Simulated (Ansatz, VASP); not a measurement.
## Na16H: VASP beside Ansatz

```
Na H
1.0
     8.46000    0.00000    0.00000
     0.00000    8.46000    0.00000
     0.00000    0.00000    8.46000
Na H
16 1
Direct
  0.00174 0.99857 0.99845
  0.50454 0.99909 0.00248
  0.99419 0.50025 0.99192
  0.00203 0.99859 0.50257
  0.24545 0.24715 0.25061
  0.49270 0.49942 0.00133
  0.50424 0.99909 0.49851
  0.74827 0.25125 0.25092
  0.99289 0.50025 0.51045
  0.24593 0.75133 0.25060
  0.25686 0.24871 0.75039
  0.49191 0.49944 0.49891
  0.74782 0.74718 0.25090
  0.75570 0.25816 0.74983
  0.25813 0.75099 0.75037
  0.75768 0.73828 0.74983
  0.87604 0.50135 0.74884
```

Alike in both runs: functional PBE; k mesh 2 × 2 × 2; occupations fermi-dirac, width 0.05 eV; no spin polarisation.

Ansatz relaxed the structure, and its values are those at the end. VASP's run is a single point on that final structure, the one shown.

|  | VASP | Ansatz |
| --- | --- | --- |
| version | VASP 6.6.1 | Ansatz 0.2.0 |
| potentials or method | VASP PAW PBE potentials, release 64 (Na_pv, H), cutoff 520 eV | scalar-relativistic, plane waves, PAW |
| valence electrons in the cell | 113 | 145 |

```tsv
	VASP	Ansatz	Ansatz less VASP
rms of the force components (eV/Å)	0.015	0.015	-0.0005
```

VASP's potentials hold 113 valence electrons a cell and Ansatz's 145, so a difference there can come from the potentials and not from the codes.

The k mesh is coarse, so the values compare programs but aren't converged.
